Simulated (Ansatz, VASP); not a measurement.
# NiMoIrPdW in VASP and in Ansatz

File INCAR:

```
SYSTEM = NiMoIrPdW
ALGO = Normal
EDIFF = 1E-6
ENCUT = 520
GGA = PE
ISIF = 2
ISMEAR = -1
ISPIN = 2
LASPH = .TRUE.
LCHARG = .FALSE.
LMAXMIX = 4
LORBIT = 11
LREAL = .FALSE.
LWAVE = .FALSE.
MAGMOM = 1 1 0 0.6 0
NBANDS = 40
NELM = 150
PREC = Accurate
SIGMA = 0.05
```

KPOINTS

```
k-points
0
G
  7 7 2
  0 0 0
```

File POSCAR:

```
NiMoIrPdW
1.0
    2.7607800000      0.0000000000      0.0000000000
   -1.3803900000      2.3909000000      0.0000000000
    0.0000000000      0.0000000000     11.3405100000
Ni Mo Pd Ir W
1 1 1 1 1
Direct
    0.0000000000      0.0000000000      0.7091700000
    0.6666700000      0.3333300000      0.2942500000
    0.6666700000      0.3333300000      0.8990100000
    0.0000000000      0.0000000000      0.1060400000
    0.6666700000      0.3333300000      0.5292100000
```

The input input.yaml:

```yaml
crystal:
  lattice:
    - [2.76078, 0.0, 0.0]
    - [-1.38039, 2.3909, 0.0]
    - [0.0, 0.0, 11.34051]
  atoms:
    - { symbol: Ni, position: [0.0, 0.0, 0.70917], spin: 1.0 }
    - { symbol: Mo, position: [0.66667, 0.33333, 0.29425], spin: 1.0 }
    - { symbol: Pd, position: [0.66667, 0.33333, 0.89901] }
    - { symbol: Ir, position: [0.0, 0.0, 0.10604], spin: 0.6 }
    - { symbol: W, position: [0.66667, 0.33333, 0.52921] }
kpoints:
  mp_grid: { grid: [7, 7, 2] }
  band_path:
    path:
      - [0.0, 0.0, 0.0]
      - [0.5, 0.0, 0.0]
      - [0.3333333333, 0.3333333333, 0.0]
      - [0.0, 0.0, 0.0]
      - [0.0, 0.0, 0.5]
      - [0.5, 0.0, 0.5]
      - [0.3333333333, 0.3333333333, 0.5]
      - [0.0, 0.0, 0.5]
    npoints: 12
scf:
  occupations: { method: fermi_dirac, width: 0.05 }
hamiltonian:
  xc: pbe
  pseudopotentials: { kind: all_electron, lapw: { basis_error: 0.002 } }
magnetization:
  spin_polarized: true
output:
  forces: true
  stress: true
  eigenvalues: true
```

Alike in both runs: functional PBE; k mesh 7 × 7 × 2; occupations fermi-dirac, width 0.05 eV; collinear spin.

```csv
,VASP,Ansatz
version,VASP 6.6.1,Ansatz 0.2.0
potentials or method,"VASP PAW PBE potentials, release 64 (Ni, Mo_sv, Pd, Ir, W_sv), cutoff 520 eV","all-electron LAPW, scalar-relativistic"
task,single point,band structure
```

|  | VASP | Ansatz | Ansatz less VASP |
| --- | --- | --- | --- |
| gap on the k mesh at the Fermi level (eV) | none | none | - |
| pressure (GPa) | -0.2 | -0.2 | -0.01 |
| traceless stress, the component that is largest in VASP (GPa) | -1.14 | -1.17 | -0.025 |
| rms of the force components (eV/Å) | 0.101 | 0.095 | -0.0059 |
| net moment per atom (μB) | 0.02 | 0.00 | -0.019 |
| size of the moment on the site where the two differ most (μB) | 0.07 | 0.00 | -0.075 |

Site moments also hang on the region over which each program counts them. Atom by atom the forces differ by 0.011 eV/Å (rms over components). A gap of «none» marks a metal or a gap that the smearing closes. Ansatz ran all-electron here, and VASP with PAW potentials.

The k mesh is coarse, so the values compare programs but aren't converged. Spin-orbit coupling is off throughout. Noted on Ansatz's run: the k mesh is thin for a metal, which can move the energy by tens of meV per atom.
